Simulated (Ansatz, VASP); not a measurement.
# Two plane-wave programs on GaN

```
CELL_PARAMETERS angstrom
3.18320 0.00000 0.00000
-1.59160 2.75673 0.00000
0.00000 0.00000 5.18350
ATOMIC_POSITIONS crystal
Ga 0.66667 0.33333 0.49917
Ga 0.33333 0.66667 0.99917
N 0.66667 0.33333 0.87583
N 0.33333 0.66667 0.37583
```

Alike in both runs: functional r2SCAN; k mesh 12 × 12 × 6; occupations gaussian, width 0.02 eV; no spin polarisation.

Ansatz relaxed the structure, and its values are those at the end. VASP's run is a single point on that final structure, the one shown.

|  | VASP | Ansatz |
| --- | --- | --- |
| version | VASP 6.6.1 | Ansatz 0.2.0 |
| potentials or method | VASP PAW PBE potentials, release 64 (Ga_d, N), cutoff 660 eV | scalar-relativistic, plane waves, PAW |
| valence electrons in the cell | 36 | 36 |

Ansatz gave:

| Property | Result |
| --- | --- |
| gap on the k mesh at the Fermi level (eV) | 2.35 |
| least direct gap on the mesh (eV) | 2.35 |
| pressure (GPa) | 0.0 |
| rms of the force components (eV/Å) | 0.005 |

Question: Which values does VASP return?

Answer: gap on the k mesh at the Fermi level (eV): 2.34; least direct gap on the mesh (eV): 2.34; pressure (GPa): 1.1; rms of the force components (eV/Å): 0.003.

VASP's potentials were made for PBE, not for r2SCAN.
